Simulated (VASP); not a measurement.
Input of a VASP 6.6.1 run:

INCAR

```
  PREC = Accurate
  ENCUT = 520
  EDIFF = 1E-7
  ISMEAR = 0
  SIGMA = 0.15
  LREAL = False
  LASPH = True
  NELM = 60
  ALGO = Normal
  ISIF = 2
  LWAVE = False
  LCHARG = False
  GGA = PS
  NBANDS = 8
```

KPOINTS

```
Automatic mesh
0
Gamma
  16 16 16
```

File POSCAR:

```
Sb
1.0
    3.1618344867     -0.0755387079     -0.0755387079
   -0.0755387079      3.1618344867     -0.0755387079
   -0.0755387079     -0.0755387079      3.1618344867
Sb
1
Direct
    0.0000000000      0.0000000000      0.0000000000
```

Potentials or basis: VASP PAW PBE potentials, release 64 (Sb).

The run is started by

```console
$ cat potpaw_PBE.64/Sb/POTCAR > POTCAR
$ mpirun -np 1 vasp_std > vasp.out
```

Problem. What does it give for the pressure?

Solution. -4.9 GPa.

Stress tensor (GPa, compression positive):
```
-4.91  0.64  0.64
 0.64 -4.91  0.64
 0.64  0.64 -4.91
```

Caveat: the PAW data sets were made with another functional, which shifts forces and pressure a little.
